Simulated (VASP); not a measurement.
# Hf2N (Pnnm) in VASP: notebook

Hf2N is run at these levels: PBEsol; tasks: single point.

Everything below comes from runs of VASP 6.6.1. Logs are shortened: lines on timing, memory, paths and dates and some standing lists are left out, and cuts for length are marked.

## (1) The cell of the first run

Symmetry: Pnnm, No. 58, orthorhombic system. The conventional cell has a = 5.296 Å, b = 5.891 Å, c = 3.227 Å, α = 90.00°, β = 90.00°, γ = 90.00°. Hf (site symmetry m) has 3 N at 2.29 to 2.34 Å within 3.0 Å. Within 3.0 Å of N (site symmetry 2/m) lie 6 Hf at 2.29 to 2.34 Å.

## (2) Single point, PBEsol (strain +0.1125 x Voigt [0, 1, 0, 0, 0, 0])

Contents of INCAR:

```
  PREC = Accurate
  ENCUT = 520
  EDIFF = 1E-6
  ISMEAR = 0
  SIGMA = 0.15
  LREAL = False
  LASPH = True
  NELM = 100
  ALGO = Normal
  ISIF = 2
  LWAVE = False
  LCHARG = True
  GGA = PS
  LELF = True
  LVHAR = True
  NBANDS = 34
```

Contents of KPOINTS:

```
regular mesh
0
Gamma
  10 10 14
```

Contents of POSCAR:

```
Hf2N
1.0
    5.2955389254      0.0000000000      0.0000000000
    0.0000000000      5.8912870545      0.0000000000
    0.0000000000      0.0000000000      3.2274489825
Hf N
4 2
Direct
    0.2954633019      0.2954633019      0.0000000000
    0.7045366981      0.7045366981      0.0000000000
    0.7954633019      0.2045366981      0.5000000000
    0.2045366981      0.7954633019      0.5000000000
    0.0000000000      0.0000000000      0.0000000000
    0.5000000000      0.5000000000      0.5000000000
```

Potentials or basis: VASP PAW PBE potentials, release 64 (Hf_pv, N).

Started as:

```bash
$ cat potpaw_PBE.64/Hf_pv/POTCAR potpaw_PBE.64/N/POTCAR > POTCAR
$ mpirun -np 1 vasp_std > vasp.out
```

OUTCAR:

```text
PREC = Accurate
   ENCUT = 520
   EDIFF = 1E-6
   ISMEAR = 0
   LREAL = False
   LASPH = True
   NELM = 100
   ISIF = 2
   GGA = PS

 ion  position               nearest neighbor table
   1  0.295  0.295  0.000-   6 2.29   6 2.29   5 2.34   3 3.15   3 3.15   3 3.15   3 3.15   2 3.24
                             4 3.39   4 3.39   4 3.39   4 3.39
   2  0.705  0.705  0.000-   6 2.29   6 2.29   5 2.34   4 3.15   4 3.15   4 3.15   4 3.15   1 3.24
                             3 3.39   3 3.39   3 3.39   3 3.39
   3  0.795  0.205  0.500-   5 2.29   5 2.29   6 2.34   1 3.15   1 3.15   1 3.15   1 3.15   4 3.24
                             2 3.39   2 3.39   2 3.39   2 3.39
   4  0.205  0.795  0.500-   5 2.29   5 2.29   6 2.34   2 3.15   2 3.15   2 3.15   2 3.15   3 3.24
                             1 3.39   1 3.39   1 3.39   1 3.39
   5  0.000  0.000  0.000-   3 2.29   4 2.29   3 2.29   4 2.29   1 2.34   2 2.34
   6  0.500  0.500  0.500-   1 2.29   2 2.29   1 2.29   2 2.29   3 2.34   4 2.34

  LATTYP: Found a simple orthorhombic cell.
 ALAT       =     3.2274489825
 B/A-ratio  =     1.6407816062
 C/A-ratio  =     1.8253695369

  Lattice vectors:

 A1 = (   0.0000000000,   0.0000000000,   3.2274489825)
 A2 = (   5.2955389254,   0.0000000000,   0.0000000000)
 A3 = (   0.0000000000,   5.8912870545,   0.0000000000)

Analysis of symmetry for initial positions (statically):
=====================================================================
 Subroutine PRICEL returns:
 Original cell was already a primitive cell.

 Routine SETGRP: Setting up the symmetry group for a
 simple orthorhombic supercell.

 Subroutine GETGRP returns: Found  8 space group operations
 (whereof  4 operations were pure point group operations)
 out of a pool of  8 trial point group operations.

The static configuration has the point symmetry C_2h.
 The point group associated with its full space group is D_2h.

Analysis of symmetry for dynamics (positions and initial velocities):
=====================================================================
 Subroutine PRICEL returns:
 Original cell was already a primitive cell.

 Routine SETGRP: Setting up the symmetry group for a
 simple orthorhombic supercell.

 Subroutine GETGRP returns: Found  8 space group operations
 (whereof  4 operations were pure point group operations)
 out of a pool of  8 trial point group operations.

The dynamic configuration has the point symmetry C_2h.
 The point group associated with its full space group is D_2h.

 Subroutine INISYM returns: Found  8 space group operations
 (whereof  4 operations are pure point group operations),
 and found     1 'primitive' translations

----------------------------------------------------------------------------------------

                                     Primitive cell

  volume of cell :     100.6885

  direct lattice vectors                    reciprocal lattice vectors
     5.295538925  0.000000000  0.000000000     0.188838193  0.000000000  0.000000000
     0.000000000  5.891287055  0.000000000     0.000000000  0.169742196  0.000000000
     0.000000000  0.000000000  3.227448982     0.000000000  0.000000000  0.309842233

  length of vectors
     5.295538925  5.891287055  3.227448982     0.188838193  0.169742196  0.309842233

  position of ions in fractional coordinates (direct lattice)
     0.295463302  0.295463302  0.000000000
     0.704536698  0.704536698  0.000000000
     0.795463302  0.204536698  0.500000000
     0.204536698  0.795463302  0.500000000
     0.000000000  0.000000000  0.000000000
     0.500000000  0.500000000  0.500000000

  ion indices of the primitive-cell ions
   primitive index   ion index
                 1           1
                 2           2
                 3           3
                 4           4
                 5           5
                 6           6

----------------------------------------------------------------------------------------

 KPOINTS: regular mesh

Automatic generation of k-mesh.
 Grid dimensions read from file:
 generate k-points for:   10   10   14

 Generating k-lattice:

  Cartesian coordinates                     Fractional coordinates (reciprocal lattice)
     0.018883819  0.000000000  0.000000000     0.100000000  0.000000000  0.000000000
     0.000000000  0.016974220  0.000000000     0.000000000  0.100000000  0.000000000
     0.000000000  0.000000000  0.022131588     0.000000000  0.000000000  0.071428571

  Length of vectors
     0.018883819  0.016974220  0.022131588

  Shift w.r.t. Gamma in fractional coordinates (k-lattice)
     0.000000000  0.000000000  0.000000000

 Subroutine IBZKPT returns following result:
 ===========================================

 Found    288 irreducible k-points:

 Following reciprocal coordinates:
            Coordinates               Weight
  0.000000  0.000000  0.000000      1.000000
  0.100000  0.000000  0.000000      2.000000
  0.200000  0.000000  0.000000      2.000000
  0.300000  0.000000  0.000000      2.000000
  0.400000  0.000000  0.000000      2.000000
  0.500000  0.000000  0.000000      1.000000
[... 16 lines left out ...]
  0.400000  0.300000  0.000000      4.000000
  0.500000  0.300000  0.000000      2.000000
 [... further k-points ...]
   k-points           NKPTS =    288   k-points in BZ     NKDIM =    288   number of bands    NBANDS=     34
   number of dos      NEDOS =    301   number of ions     NIONS =      6
   total plane-waves  NPLWV =  46080
   dimension x,y,z NGX =    40 NGY =   48 NGZ =   24
   dimension x,y,z NGXF=    80 NGYF=   96 NGZF=   48
   ions per type =               4   2
   NGX,Y,Z   is equivalent  to a cutoff of  12.56, 13.55, 12.36 a.u.
   NGXF,Y,Z  is equivalent  to a cutoff of  25.11, 27.09, 24.72 a.u.
 SYSTEM =  unknown system
   PREC   = accura    normal or accurate (medium, high low for compatibility)
   ISTART =      0    job   : 0-new  1-cont  2-samecut
   ICHARG =      2    charge: 1-file 2-atom 10-const
   ISPIN  =      1    spin polarized calculation?
   LNONCOLLINEAR =      F non collinear calculations
   LSORBIT =      F    spin-orbit coupling
   LASPH  =      T    aspherical Exc in radial PAW
   ENCUT  =  520.0 eV  38.22 Ry    6.18 a.u.   9.85 10.95  6.00*2*pi/ulx,y,z
   NELM   =    100;   NELMIN=  2; NELMDL= -5     # of ELM steps
   EDIFF  = 0.1E-05   stopping-criterion for ELM
   LREAL  =      F    real-space projection
   EDIFFG = 0.1E-04   stopping-criterion for IOM
   NSW    =      0    number of steps for IOM
   IBRION =     -1    ionic relax: 0-MD 1-quasi-New 2-CG
   NFREE  =      0    steps in history (QN), initial steepest desc. (CG)
   ISIF   =      2    stress and relaxation
   ISYM   =      2    0-nonsym 1-usesym 2-fastsym
   POTIM  = 0.5000    time-step for ionic-motion
   TEBEG  =    0.0;   TEEND  =   0.0 temperature during run
   PSTRESS=    0.0 pullay stress
   NELECT =      50.0000    total number of electrons
   NUPDOWN=      -1.0000    fix difference up-down
   EMIN   =  10.00;   EMAX   =-10.00  energy-range for DOS
   EFERMI =   0.00;   METHOD = LEGACY
   ISMEAR =     0;   SIGMA  =   0.15  broadening in eV -4-tet -1-fermi 0-gaus
   EFERMI_NEDOS =   21; number of points for ismear=-14 and -15
   IALGO  =     38    algorithm
   IMIX   =      4    mixing-type and parameters
     AMIX     =   0.40;   BMIX     =  1.00
     AMIX_MAG =   1.60;   BMIX_MAG =  1.00
  volume/ion in A,a.u.               =      16.78       113.25
  Fermi-wavevector in a.u.,A,eV,Ry     =   1.296398  2.449836 22.866591  1.680647
  Thomas-Fermi vector in A             =   2.427857
   LORBIT       =      0    0 simple, 1 ext, 2 COOP (PROOUT), +10 PAW based schemes
   GGA     = PS    functional components
   LHFCALC =     F    Hartree Fock is set to
   AEXX    =    0.0000 exact exchange contribution
   IVDW    =     0    specifies the selected vdW correction
   LEPSILON=     F    determine dielectric tensor
   LRPA    =     F    only Hartree local field effects (RPA)
 non-spin polarized calculation
 Gauss-broadening in eV      SIGMA  =   0.15
  energy-cutoff  :      520.00
  volume of cell :      100.69
 maximum number of plane-waves:      2748
 NGX is ok and might be reduce to    40
   NGX = 19   NGY = 21   NGZ = 13

 number of electron      50.0000004 magnetization

 Free energy of the ion-electron system (eV)
  ---------------------------------------------------
  ext. energy  EPLUGINS =         0.00000000
  ---------------------------------------------------
  free energy    TOTEN  =       -66.47828520 eV

  energy without entropy =      -66.44656585  energy(sigma->0) =      -66.46242552

 E-fermi :   5.0674     XC(G=0): -11.6392

 val. band max:        5.0580596546   @ k =   0.2000   0.0000   0.0000
 cond. band min:       5.0678629728   @ k =   0.0000   0.1000   0.1429
 fundamental gap:      0.0098033181
 Fermi energy:         5.0674385462

 k-point     1 :       0.0000    0.0000    0.0000
  band No.  band energies     occupation
      1     -26.0740      2.00000
      2     -25.8134      2.00000
      3     -25.7684      2.00000
      4     -25.6413      2.00000
      5     -25.4567      2.00000
      6     -25.4446      2.00000
[... 26 lines left out ...]
     33       7.8711      0.00000
     34       8.1374      0.00000

 k-point     2 :       0.1000    0.0000    0.0000
  band No.  band energies     occupation
      1     -26.0616      2.00000
      2     -25.8101      2.00000
      3     -25.7492      2.00000
      4     -25.6544      2.00000
      5     -25.4520      2.00000
      6     -25.4396      2.00000
[... 26 lines left out ...]
     33       7.7248      0.00000
     34       8.2784      0.00000
[... 775 lines left out ...]
     33       8.2257      0.00000
     34       9.0741      0.00000

 k-point    24 :       0.5000    0.3000    0.0000
  band No.  band energies     occupation
      1     -25.8021      2.00000
      2     -25.8021      2.00000
      3     -25.6092      2.00000
      4     -25.6092      2.00000
      5     -25.4908      2.00000
      6     -25.4908      2.00000
[... 26 lines left out ...]
     33       8.7032      0.00000
     34       8.7035      0.00000

 [... further k-points ...]

------------------------ aborting loop because EDIFF is reached ----------------------------------------

  FORCE on cell =-STRESS in cart. coord.  units (eV):
  Direction    XX          YY          ZZ          XY          YZ          ZX
  --------------------------------------------------------------------------------------
  -------------------------------------------------------------------------------------
  Total       -8.4044369    -17.6165602     -6.6136520     -0.0000000      0.0000000      0.0000000
  in kB     -133.7332711   -280.3186287   -105.2379035     -0.0000000      0.0000000      0.0000000
  external PRESSURE =    -173.0966011 kB  Pullay stress =       0.0000000 kB

 VOLUME and BASIS-vectors are now :
 -----------------------------------------------------------------------------
  energy-cutoff  :      520.00
  volume of cell :      100.69
      direct lattice vectors                 reciprocal lattice vectors
     5.295538925  0.000000000  0.000000000     0.188838193  0.000000000  0.000000000
     0.000000000  5.891287055  0.000000000     0.000000000  0.169742196  0.000000000
     0.000000000  0.000000000  3.227448982     0.000000000  0.000000000  0.309842233

 POSITION                                       TOTAL-FORCE (eV/Angst)
 -----------------------------------------------------------------------------------
      1.56464      1.74066      0.00000         0.069990      0.468789      0.000000
      3.73090      4.15063      0.00000        -0.069990     -0.468789      0.000000
      4.21241      1.20498      1.61372         0.069990     -0.468789      0.000000
      1.08313      4.68630      1.61372        -0.069990      0.468789      0.000000
      0.00000      0.00000      0.00000         0.000000      0.000000      0.000000
      2.64777      2.94564      1.61372         0.000000      0.000000      0.000000
 -----------------------------------------------------------------------------------
    total drift:                                0.000000      0.000000      0.000000

  FREE ENERGIE OF THE ION-ELECTRON SYSTEM (eV)
  ---------------------------------------------------
  free  energy   TOTEN  =       -66.4782851974 eV

  energy  without entropy=      -66.4465658467  energy(sigma->0) =      -66.46242552
```

Run time: 19 min. Hardware: 1 thread of Intel Xeon 8259CL, shared host; peak memory 0.78 GiB.

What came out:

```
Free energy            : -66.4783 eV
Pressure               : -17.3 GPa
Largest force          : 0.474 eV/Å
Band gap on the k mesh : zero (bands 25 and 26 overlap by 2.17 eV)
```

Forces in eV/Å, atoms in the order of the input:
```
Hf   0.070  0.469  0.000
Hf  -0.070 -0.469  0.000
Hf   0.070 -0.469  0.000
Hf  -0.070  0.469  0.000
N    0.000  0.000  0.000
N    0.000  0.000  0.000
```

Stress tensor (GPa, compression positive):
```
-13.37   0.00   0.00
  0.00 -28.03   0.00
  0.00   0.00 -10.52
```

Levels at points of the mesh, in eV from the Fermi level:
```csv
k point,band 23,band 24,band 25,band 26,band 27,band 28
"(0.00, 0.00, 0.00)",-0.30,0.32,0.37,1.36,1.41,1.44
"(0.50, 0.00, 0.00)",-0.86,-0.86,0.97,0.97,1.45,1.45
"(0.00, 0.50, 0.00)",-1.12,-1.12,1.07,1.07,1.89,1.89
"(0.50, 0.50, 0.00)",-1.46,-1.46,0.93,0.93,1.05,1.05
"(0.00, 0.00, 0.50)",-1.10,-1.10,-1.10,-1.10,1.73,1.73
"(0.50, 0.00, 0.50)",-0.96,-0.96,-0.72,-0.72,1.50,1.50
"(0.00, 0.50, 0.50)",-1.08,-1.08,-0.85,-0.85,1.61,1.61
"(0.50, 0.50, 0.50)",-0.87,-0.87,-0.49,-0.49,1.17,1.17
```

Caveat: the cell differs from its parent crystal (strain +0.1125 x Voigt [0, 1, 0, 0, 0, 0]); the stress differs along the axes, from -28 to -11 GPa; the PAW data sets were made with another functional, which shifts forces and pressure a little; spin-orbit coupling is left out, which moves the levels of the heavy elements.

## (3) Single point, PBEsol (strain -0.1500 x Voigt [0, 1, 0, 0, 0, 0])

Contents of INCAR:

```
SYSTEM = Hf2N
ALGO     = Normal         ! electronic algorithm
EDIFF    = 1E-7           ! SCF threshold, eV
ENCUT    = 520            ! plane-wave cutoff, eV
GGA      = PS             ! functional
ISIF     = 2              ! what is computed and relaxed
ISMEAR   = 0              ! smearing method
LASPH    = .TRUE.         ! aspherical terms in the spheres
LCHARG   = .FALSE.        ! write CHGCAR
LREAL    = .FALSE.        ! projectors in reciprocal space
LWAVE    = .FALSE.        ! write WAVECAR
NBANDS   = 34             ! bands
NELM     = 60             ! most SCF steps
PREC     = Accurate       ! precision mode
SIGMA    = 0.15           ! smearing width, eV
```

Contents of KPOINTS:

```
k-points
0
G
  10 10 14
  0 0 0
```

Edit POSCAR of step 2 so:

```diff
@@ -3,3 +3,3 @@
     5.2955389254      0.0000000000      0.0000000000
-    0.0000000000      5.8912870545      0.0000000000
+    0.0000000000      4.5012080866      0.0000000000
     0.0000000000      0.0000000000      3.2274489825
```

Potentials or basis: VASP PAW PBE potentials, release 64 (Hf_pv, N).

Started as:

```bash
$ cat potpaw_PBE.64/Hf_pv/POTCAR potpaw_PBE.64/N/POTCAR > POTCAR
$ mpirun -np 1 vasp_std > vasp.out
```

Run time: 5.9 min. Hardware: 1 thread of AMD EPYC 9R45 (Zen 5), shared host; peak memory 0.6 GiB.

It converged, with:

```yaml
Free_energy: -64.8007 eV
Pressure: 45.0 GPa
Largest_force: 0.717 eV/Å
Band_gap_on_the_k_mesh: zero (bands 25 and 26 overlap by 2.72 eV)
```

Forces on the atoms (eV/Å):
```
Hf   0.431 -0.573  0.000
Hf  -0.431  0.573  0.000
Hf   0.431  0.573  0.000
Hf  -0.431 -0.573  0.000
N    0.000  0.000  0.000
N    0.000  0.000  0.000
```

Stress tensor (GPa, compression positive):
```
35.62  0.00  0.00
 0.00 70.28  0.00
 0.00  0.00 29.11
```

Levels at points of the mesh, in eV from the Fermi level:
| k point | band 23 | band 24 | band 25 | band 26 | band 27 | band 28 |
| --- | --- | --- | --- | --- | --- | --- |
| (0.00, 0.00, 0.00) | 0.02 | 0.36 | 0.63 | 0.72 | 0.79 | 1.90 |
| (0.50, 0.00, 0.00) | -1.70 | -1.70 | 0.77 | 0.77 | 1.80 | 1.80 |
| (0.00, 0.50, 0.00) | -0.70 | -0.70 | 1.53 | 1.53 | 1.84 | 1.84 |
| (0.50, 0.50, 0.00) | -1.48 | -1.48 | 1.17 | 1.17 | 1.42 | 1.42 |
| (0.00, 0.00, 0.50) | -1.55 | -1.55 | -1.18 | -1.18 | 2.70 | 2.70 |
| (0.50, 0.00, 0.50) | -1.29 | -1.29 | -1.19 | -1.19 | 2.44 | 2.44 |
| (0.00, 0.50, 0.50) | -1.28 | -1.28 | -0.93 | -0.93 | 2.01 | 2.01 |
| (0.50, 0.50, 0.50) | -1.04 | -1.04 | -0.42 | -0.42 | 1.90 | 1.90 |

Caveat: the cell differs from its parent crystal (strain -0.1500 x Voigt [0, 1, 0, 0, 0, 0]); the stress differs along the axes, from 29 to 70 GPa; the PAW data sets were made with another functional, which shifts forces and pressure a little; spin-orbit coupling is left out, which moves the levels of the heavy elements.
